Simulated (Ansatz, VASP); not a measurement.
**TiO2 in VASP and in Ansatz**

```
Ti O
1.0
     4.64328    0.00000    0.00000
     0.00000    4.64328    0.00000
     0.00000    0.00000    2.96388
Ti O
2 4
Direct
  0.00000 0.00000 0.00000
  0.50000 0.50000 0.50000
  0.30513 0.30513 0.00000
  0.19487 0.80513 0.50000
  0.69487 0.69487 0.00000
  0.80513 0.19487 0.50000
```

Alike in both runs: task single point; functional PBE; k mesh 6 × 6 × 10; occupations gaussian, width 0.01 eV; no spin polarisation.

|  | VASP | Ansatz |
| --- | --- | --- |
| version | VASP 6.6.1 | Ansatz 0.2.0 |
| potentials or method | VASP PAW PBE potentials, release 64 (Ti_sv, O), cutoff 600 eV | scalar-relativistic, plane waves, PAW |
| valence electrons in the cell | 48 | 48 |

```csv
,VASP,Ansatz,Ansatz less VASP
gap on the k mesh at the Fermi level (eV),1.84,1.86,+0.024
least direct gap on the mesh (eV),1.84,1.86,+0.024
pressure (GPa),0.4,0.0,-0.42
"traceless stress, the component that is largest in VASP (GPa)",0.20,-0.01,-0.207
rms of the force components (eV/Å),0.013,0.000,-0.0126
```

Atom by atom the forces differ by 0.013 eV/Å (rms over components).
